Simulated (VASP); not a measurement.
# CuO (Cc) in VASP: a series of runs

CuO is run at these levels: PBEsol, RPBE, revPBE; tasks: single point.

Program: VASP 6.6.1. These are calculated values, not measurements. Logs are shortened: lines on timing, memory, paths and dates and some standing lists are left out, and cuts for length are marked.

## 1. The cell of the first run

The structure is monoclinic, space group Cc (No. 9). The conventional cell has a = 4.689 Å, b = 3.427 Å, c = 5.132 Å, α = 90.00°, β = 99.65°, γ = 90.00°. Within 2.5 Å of Cu (site symmetry 1) lie 4 O at 1.91 to 2.02 Å. O (site symmetry 1) has 4 Cu at 1.91 to 2.02 Å within 2.5 Å.

## 2. Single point, PBEsol

The input, INCAR:

```
PREC = Accurate ; ENCUT = 520
EDIFF = 1E-7 ; ISMEAR = -1
SIGMA = 0.05 ; LREAL = False
LASPH = True ; NELM = 100
ALGO = Normal ; ISIF = 2
LWAVE = False ; LCHARG = False
GGA = PS ; NBANDS = 25
```

The input, KPOINTS:

```
regular mesh
0
Gamma
  6 6 3
```

The input, POSCAR:

```
CuO
1.0
    2.3446497600     -1.7133998200      0.0000000000
    2.3446497600      1.7133998200      0.0000000000
   -0.8605499100      0.0000000000      5.0594394800
Cu O
2 2
Direct
    0.0032000000      0.4968000000      0.0000000000
    0.4968000000      0.0032000000      0.5000000000
    0.5714000000      0.4056000000      0.2537000000
    0.4056000000      0.5714000000      0.7537000000
```

Potentials or basis: VASP PAW PBE potentials, release 64 (Cu, O).

Command:

```
> cat potpaw_PBE.64/Cu/POTCAR potpaw_PBE.64/O/POTCAR > POTCAR
> mpirun -np 1 vasp_std > vasp.out
```

OUTCAR:

```text
PREC = Accurate
   ENCUT = 520
   EDIFF = 1E-7
   ISMEAR = -1
   LREAL = False
   LASPH = True
   NELM = 100
   ISIF = 2
   GGA = PS

 ion  position               nearest neighbor table
   1  0.003  0.497  0.000-   4 1.91   3 1.93   4 1.98   3 2.02
   2  0.497  0.003  0.500-   3 1.91   4 1.93   3 1.98   4 2.02
   3  0.571  0.406  0.254-   2 1.91   1 1.93   2 1.98   1 2.02
   4  0.406  0.571  0.754-   1 1.91   2 1.93   1 1.98   2 2.02

  LATTYP: Found a base centered monoclinic cell.
 ALAT       =     4.6892995200
 B/A-ratio  =     0.7307700490
 C/A-ratio  =     1.0944283419
 COS(beta)  =    -0.1676798045

  Lattice vectors:

 A1 = (   2.3446497600,  -1.7133998200,   0.0000000000)
 A2 = (   2.3446497600,   1.7133998200,   0.0000000000)
 A3 = (  -0.8605499100,   0.0000000000,   5.0594394800)

Analysis of symmetry for initial positions (statically):
=====================================================================
 Subroutine PRICEL returns:
 Original cell was already a primitive cell.

 Routine SETGRP: Setting up the symmetry group for a
 base centered monoclinic supercell.

 Subroutine GETGRP returns: Found  2 space group operations
 (whereof  1 operations were pure point group operations)
 out of a pool of  4 trial point group operations.

The static configuration has the point symmetry C_1 .
 The point group associated with its full space group is C_1h.

Analysis of symmetry for dynamics (positions and initial velocities):
=====================================================================
 Subroutine PRICEL returns:
 Original cell was already a primitive cell.

 Routine SETGRP: Setting up the symmetry group for a
 base centered monoclinic supercell.

 Subroutine GETGRP returns: Found  2 space group operations
 (whereof  1 operations were pure point group operations)
 out of a pool of  4 trial point group operations.

The dynamic configuration has the point symmetry C_1 .
 The point group associated with its full space group is C_1h.

 Subroutine INISYM returns: Found  2 space group operations
 (whereof  1 operations are pure point group operations),
 and found     1 'primitive' translations

----------------------------------------------------------------------------------------

                                     Primitive cell

  volume of cell :      40.6508

  direct lattice vectors                    reciprocal lattice vectors
     2.344649760 -1.713399820  0.000000000     0.213251467 -0.291817470  0.036271514
     2.344649760  1.713399820  0.000000000     0.213251467  0.291817470  0.036271514
    -0.860549910  0.000000000  5.059439480     0.000000000  0.000000000  0.197650353

  length of vectors
     2.903983719  2.903983719  5.132102298     0.363248188  0.363248188  0.197650353

  position of ions in fractional coordinates (direct lattice)
     0.003200000  0.496800000  0.000000000
     0.496800000  0.003200000  0.500000000
     0.571400000  0.405600000  0.253700000
     0.405600000  0.571400000  0.753700000

  ion indices of the primitive-cell ions
   primitive index   ion index
                 1           1
                 2           2
                 3           3
                 4           4

----------------------------------------------------------------------------------------

 KPOINTS: regular mesh

Automatic generation of k-mesh.
 Grid dimensions read from file:
 generate k-points for:    6    6    3

 Generating k-lattice:

  Cartesian coordinates                     Fractional coordinates (reciprocal lattice)
     0.035541911 -0.048636245  0.006045252     0.166666667 -0.000000000  0.000000000
     0.035541911  0.048636245  0.006045252    -0.000000000  0.166666667  0.000000000
     0.000000000  0.000000000  0.065883451     0.000000000  0.000000000  0.333333333

  Length of vectors
     0.060541365  0.060541365  0.065883451

  Shift w.r.t. Gamma in fractional coordinates (k-lattice)
     0.000000000  0.000000000  0.000000000

 Subroutine IBZKPT returns following result:
 ===========================================

 Found     34 irreducible k-points:

 Following reciprocal coordinates:
            Coordinates               Weight
  0.000000  0.000000  0.000000      1.000000
  0.166667 -0.000000  0.000000      4.000000
  0.333333 -0.000000  0.000000      4.000000
  0.500000 -0.000000  0.000000      2.000000
  0.166667  0.166667  0.000000      2.000000
  0.333333  0.166667  0.000000      4.000000
[... 16 lines left out ...]
 -0.333333  0.166667  0.333333      4.000000
 -0.166667  0.166667  0.333333      4.000000
 [... further k-points ...]
   k-points           NKPTS =     34   k-points in BZ     NKDIM =     34   number of bands    NBANDS=     25
   number of dos      NEDOS =    301   number of ions     NIONS =      4
   total plane-waves  NPLWV =  23040
   dimension x,y,z NGX =    24 NGY =   24 NGZ =   40
   dimension x,y,z NGXF=    48 NGYF=   48 NGZF=   80
   ions per type =               2   2
   NGX,Y,Z   is equivalent  to a cutoff of  13.74, 13.74, 12.96 a.u.
   NGXF,Y,Z  is equivalent  to a cutoff of  27.48, 27.48, 25.91 a.u.
 SYSTEM =  unknown system
   PREC   = accura    normal or accurate (medium, high low for compatibility)
   ISTART =      0    job   : 0-new  1-cont  2-samecut
   ICHARG =      2    charge: 1-file 2-atom 10-const
   ISPIN  =      1    spin polarized calculation?
   LNONCOLLINEAR =      F non collinear calculations
   LSORBIT =      F    spin-orbit coupling
   LASPH  =      T    aspherical Exc in radial PAW
   ENCUT  =  520.0 eV  38.22 Ry    6.18 a.u.   5.40  5.40  9.54*2*pi/ulx,y,z
   NELM   =    100;   NELMIN=  2; NELMDL= -5     # of ELM steps
   EDIFF  = 0.1E-06   stopping-criterion for ELM
   LREAL  =      F    real-space projection
   EDIFFG = 0.1E-05   stopping-criterion for IOM
   NSW    =      0    number of steps for IOM
   IBRION =     -1    ionic relax: 0-MD 1-quasi-New 2-CG
   NFREE  =      0    steps in history (QN), initial steepest desc. (CG)
   ISIF   =      2    stress and relaxation
   ISYM   =      2    0-nonsym 1-usesym 2-fastsym
   POTIM  = 0.5000    time-step for ionic-motion
   TEBEG  =    0.0;   TEEND  =   0.0 temperature during run
   PSTRESS=    0.0 pullay stress
   NELECT =      34.0000    total number of electrons
   NUPDOWN=      -1.0000    fix difference up-down
   EMIN   =  10.00;   EMAX   =-10.00  energy-range for DOS
   EFERMI =   0.00;   METHOD = LEGACY
   ISMEAR =    -1;   SIGMA  =   0.05  broadening in eV -4-tet -1-fermi 0-gaus
   EFERMI_NEDOS =   21; number of points for ismear=-14 and -15
   IALGO  =     38    algorithm
   IMIX   =      4    mixing-type and parameters
     AMIX     =   0.40;   BMIX     =  1.00
     AMIX_MAG =   1.60;   BMIX_MAG =  1.00
  volume/ion in A,a.u.               =      10.16        68.58
  Fermi-wavevector in a.u.,A,eV,Ry     =   1.542451  2.914810 32.370379  2.379156
  Thomas-Fermi vector in A             =   2.648254
   LORBIT       =      0    0 simple, 1 ext, 2 COOP (PROOUT), +10 PAW based schemes
   GGA     = PS    functional components
   LHFCALC =     F    Hartree Fock is set to
   AEXX    =    0.0000 exact exchange contribution
   IVDW    =     0    specifies the selected vdW correction
   LEPSILON=     F    determine dielectric tensor
   LRPA    =     F    only Hartree local field effects (RPA)
 non-spin polarized calculation
  energy-cutoff  :      520.00
  volume of cell :       40.65
 maximum number of plane-waves:      1129
 NGX is ok and might be reduce to    24
   NGX = 11   NGY = 11   NGZ = 19

 number of electron      33.9999999 magnetization

 Free energy of the ion-electron system (eV)
  ---------------------------------------------------
  ext. energy  EPLUGINS =         0.00000000
  ---------------------------------------------------
  free energy    TOTEN  =       -21.28796120 eV

  energy without entropy =      -21.26508738  energy(sigma->0) =      -21.27652429

 E-fermi :   5.5287     XC(G=0): -12.1678

 val. band max:        5.4988625142   @ k =   0.1667  -0.0000   0.0000
 cond. band min:       5.5364859175   @ k =   0.5000   0.3333   0.3333
 fundamental gap:      0.0376234033
 Fermi energy:         5.5287413755

 k-point     1 :       0.0000    0.0000    0.0000
  band No.  band energies     occupation
      1     -14.3250      2.00000
      2     -12.9782      2.00000
      3      -2.6727      2.00000
      4      -0.0460      2.00000
      5       0.3188      2.00000
      6       2.1214      2.00000
[... 17 lines left out ...]
     24      21.7227      0.00000
     25      22.1108      0.00000

 k-point     2 :       0.1667   -0.0000    0.0000
  band No.  band energies     occupation
      1     -14.1424      2.00000
      2     -12.9200      2.00000
      3      -2.3798      2.00000
      4      -0.1044      2.00000
      5       0.2473      2.00000
      6       0.6815      2.00000
[... 17 lines left out ...]
     24      20.7370      0.00000
     25      21.9801      0.00000

 k-point     3 :       0.3333   -0.0000    0.0000
  band No.  band energies     occupation
      1     -13.7441      2.00000
      2     -12.8017      2.00000
      3      -1.7769      2.00000
      4      -1.0505      2.00000
      5      -0.2282      2.00000
      6       0.2914      2.00000
[... 17 lines left out ...]
     24      18.9554      0.00000
     25      21.3122      0.00000

 k-point     4 :       0.5000   -0.0000    0.0000
  band No.  band energies     occupation
      1     -13.5236      2.00000
      2     -12.7424      2.00000
      3      -1.7695      2.00000
      4      -1.4567      2.00000
      5      -0.2381      2.00000
      6       0.2909      2.00000
[... 17 lines left out ...]
     24      18.0567      0.00000
     25      20.9502      0.00000
[... 477 lines left out ...]
 k-point    22 :       0.5000    0.1667    0.3333
  band No.  band energies     occupation
      1     -13.2411      2.00000
      2     -12.9155      2.00000
      3      -1.6018      2.00000
      4      -0.7936      2.00000
      5      -0.3159      2.00000
      6      -0.1401      2.00000
[... 17 lines left out ...]
     24      19.0256      0.00000
     25      20.0291      0.00000

 k-point    23 :      -0.3333    0.1667    0.3333
  band No.  band energies     occupation
      1     -13.3607      2.00000
      2     -12.9573      2.00000
      3      -1.2383      2.00000
      4      -0.7359      2.00000
      5      -0.3826      2.00000
      6      -0.0429      2.00000
[... 17 lines left out ...]
     24      19.1420      0.00000
     25      20.0395      0.00000

 k-point    24 :      -0.1667    0.1667    0.3333
  band No.  band energies     occupation
      1     -13.6745      2.00000
      2     -13.1422      2.00000
      3      -1.3738      2.00000
      4      -0.4905      2.00000
      5       0.0267      2.00000
      6       0.3907      2.00000
[... 17 lines left out ...]
     24      19.3094      0.00000
     25      20.2896      0.00000

 [... further k-points ...]
[... 5 lines left out ...]
  --------------------------------------------------------------------------------------
  -------------------------------------------------------------------------------------
  Total       -0.6502465     -0.0257096     -0.8274094      0.0000000      0.0000000     -0.2871341
  in kB      -25.6282812     -1.0132978    -32.6108369      0.0000000      0.0000000    -11.3168665
  external PRESSURE =     -19.7508053 kB  Pullay stress =       0.0000000 kB

 VOLUME and BASIS-vectors are now :
 -----------------------------------------------------------------------------
  energy-cutoff  :      520.00
  volume of cell :       40.65
      direct lattice vectors                 reciprocal lattice vectors
     2.344649760 -1.713399820  0.000000000     0.213251467 -0.291817470  0.036271514
     2.344649760  1.713399820  0.000000000     0.213251467  0.291817470  0.036271514
    -0.860549910  0.000000000  5.059439480     0.000000000  0.000000000  0.197650353

 POSITION                                       TOTAL-FORCE (eV/Angst)
 -----------------------------------------------------------------------------------
      1.17232      0.84573      0.00000        -0.590628      0.337047      0.235968
      0.74205     -0.84573      2.52972        -0.590628     -0.337047      0.235968
      2.07240     -0.28408      1.28358         0.590628      0.364167     -0.235968
      1.64213      0.28408      3.81330         0.590628     -0.364167     -0.235968
 -----------------------------------------------------------------------------------
    total drift:                               -0.000007      0.000000     -0.000487

  FREE ENERGIE OF THE ION-ELECTRON SYSTEM (eV)
  ---------------------------------------------------
  free  energy   TOTEN  =       -21.2879612009 eV

  energy  without entropy=      -21.2650873783  energy(sigma->0) =      -21.27652429
```

Wall time 27 s (1 thread of Intel Xeon Platinum 8488C (Sapphire Rapids), shared host); peak memory 0.17 GiB.

Results:

```
Free energy            : -21.2880 eV
Pressure               : -2.0 GPa
Largest force          : 0.733 eV/Å
Band gap on the k mesh : zero (band 17 reaches 5.74 eV, above the bottom of band 18 at 5.26 eV)
```

Forces in eV/Å, atoms in the order of the input:
```
Cu  -0.591  0.337  0.236
Cu  -0.591 -0.337  0.236
O    0.591  0.364 -0.236
O    0.591 -0.364 -0.236
```

Stress tensor (GPa, compression positive):
```
-2.56  0.00 -1.13
 0.00 -0.10  0.00
-1.13  0.00 -3.26
```

Caveat: the k points lie up to 0.41 Å⁻¹ apart; the PAW data sets were made with another functional, which shifts forces and pressure a little; semilocal functionals often make such compounds metallic where correlation or magnetic order opens a gap, which also shifts bond lengths. With open d or f shells a metallic result of PBEsol can be an artefact of self-interaction; +U or a hybrid may open a gap.

## 3. Single point, RPBE

The input, INCAR:

```
  PREC = Accurate
  ENCUT = 520
  EDIFF = 1E-7
  ISMEAR = -1
  SIGMA = 0.05
  LREAL = F
  LASPH = T
  NELM = 60
  ALGO = Normal
  ISIF = 2
  LWAVE = F
  LCHARG = F
  GGA = RP
  NBANDS = 25
```

The input, KPOINTS:

```
Automatic mesh
0
Gamma
  6 6 3
```

POSCAR is that of step 2.

Potentials or basis: VASP PAW PBE potentials, release 64 (Cu, O).

Command:

```
> cat potpaw_PBE.64/Cu/POTCAR potpaw_PBE.64/O/POTCAR > POTCAR
> mpirun -np 1 vasp_std > vasp.out
```

It took 24 s on 1 thread of Intel Xeon Platinum 8488C (Sapphire Rapids), shared host; peak memory 0.17 GiB.

The run converged. Its results:

```yaml
Free_energy: -17.6873 eV
Pressure: 12.0 GPa
Largest_force: 0.793 eV/Å
Band_gap_on_the_k_mesh: zero (band 17 reaches 6.07 eV, above the bottom of band 18 at 5.60 eV)
```

Forces in eV/Å, atoms in the order of the input:
```
Cu  -0.643  0.383  0.263
Cu  -0.643 -0.383  0.263
O    0.643  0.193 -0.263
O    0.643 -0.193 -0.263
```

Stress tensor (GPa, compression positive):
```
11.99  0.00 -2.28
 0.00 11.68  0.00
-2.28  0.00 12.37
```

Levels at points of the mesh, in eV from the Fermi level:
| k point | band 13 | band 14 | band 15 | band 16 | band 17 | band 18 | band 19 | band 20 | band 21 | band 22 |
| --- | --- | --- | --- | --- | --- | --- | --- | --- | --- | --- |
| (0.00, 0.00, 0.00) | -2.34 | -2.25 | -2.16 | -1.68 | 0.19 | 0.89 | 1.72 | 6.10 | 8.20 | 13.43 |
| (0.50, 0.00, 0.00) | -2.09 | -1.63 | -1.52 | -1.43 | -0.05 | 0.27 | 4.97 | 6.37 | 6.99 | 11.17 |
| (0.50, 0.50, 0.00) | -2.17 | -2.14 | -1.70 | -1.25 | -0.68 | 1.04 | 3.44 | 7.13 | 8.62 | 10.07 |

Caveat: the k points lie up to 0.41 Å⁻¹ apart; the PAW data sets were made with another functional, which shifts forces and pressure a little; semilocal functionals often make such compounds metallic where correlation or magnetic order opens a gap, which also shifts bond lengths.

(Part 1 of 2 ends here.)
